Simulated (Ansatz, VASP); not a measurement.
SiC: VASP beside Ansatz

File INCAR:

```
ALGO = Normal
EDIFF = 1E-7
ENCUT = 520
ISIF = 2
ISMEAR = 0
LASPH = True
LCHARG = True
LELF = True
LREAL = False
LVHAR = True
LWAVE = False
NBANDS = 26
NELM = 80
PREC = Accurate
SIGMA = 0.05
```

The input KPOINTS:

```
k-points
0
Gamma
  8 8 8
```

Contents of POSCAR:

```
SiC
1.0
    4.4699908202     -0.1628064343      0.0067004987
    0.1628064343     -4.1641414670     -0.1587316470
   -0.0067004987     -0.1587316470     -4.2384491634
Si C
4 4
Direct
   -0.0176329390      0.4868436277      0.5264813720
    0.4883706520     -0.0000666666      0.4970406243
    0.5233043616      0.4564389861      0.0180387474
    0.0243634070      0.0123620466     -0.0029221308
    0.7485278693      0.7523987969      0.7542099273
    0.2524563885      0.2575683294      0.7250432570
    0.2410070536      0.7704486629      0.2381141014
    0.7396032070      0.2640062170      0.2439941014
```

Input for Ansatz:

```yaml
crystal:
  lattice:
    - [4.4699908202, -0.1628064343, 0.0067004987]
    - [0.1628064343, -4.164141467, -0.158731647]
    - [-0.0067004987, -0.158731647, -4.2384491634]
  atoms:
    - { symbol: Si, position: [-0.017632939, 0.4868436277, 0.526481372] }
    - { symbol: Si, position: [0.488370652, -6.66666e-05, 0.4970406243] }
    - { symbol: Si, position: [0.5233043616, 0.4564389861, 0.0180387474] }
    - { symbol: Si, position: [0.024363407, 0.0123620466, -0.0029221308] }
    - { symbol: C, position: [0.7485278693, 0.7523987969, 0.7542099273] }
    - { symbol: C, position: [0.2524563885, 0.2575683294, 0.725043257] }
    - { symbol: C, position: [0.2410070536, 0.7704486629, 0.2381141014] }
    - { symbol: C, position: [0.739603207, 0.264006217, 0.2439941014] }
basis:
  ecutwfc: 420
kpoints:
  mp_grid: { grid: [8, 8, 8] }
hamiltonian:
  xc: lda
scf:
  occupations: { method: gaussian, width: 0.05 }
output:
  forces: true
  stress: true
  eigenvalues: true
```

Change from the starting cell: all atoms moved at random (sigma 0.06 Å a component), cell strained at random (sigma 0.03).

Alike in both runs: task single point; functional LDA; k mesh 8 × 8 × 8; occupations gaussian, width 0.05 eV; no spin polarisation.

```csv
,VASP,Ansatz
version,VASP 6.6.1,Ansatz 0.2.0
potentials or method,"VASP PAW LDA potentials, release 64 (Si, C), cutoff 520 eV","scalar-relativistic, plane waves, PAW"
valence electrons in the cell,32,32
```

```tsv
	VASP	Ansatz	Ansatz less VASP
gap on the k mesh at the Fermi level (eV)	0.14	0.15	+0.011
least direct gap on the mesh (eV)	0.14	0.15	+0.011
pressure (GPa)	22.6	22.3	-0.30
traceless stress, the component that is largest in VASP (GPa)	37.70	37.63	-0.072
rms of the force components (eV/Å)	4.696	4.711	+0.0158
```

LDA's correlation is that of Perdew and Zunger in VASP and of Perdew and Wang (1992) in Ansatz. Atom by atom the forces differ by 0.021 eV/Å (rms over components).
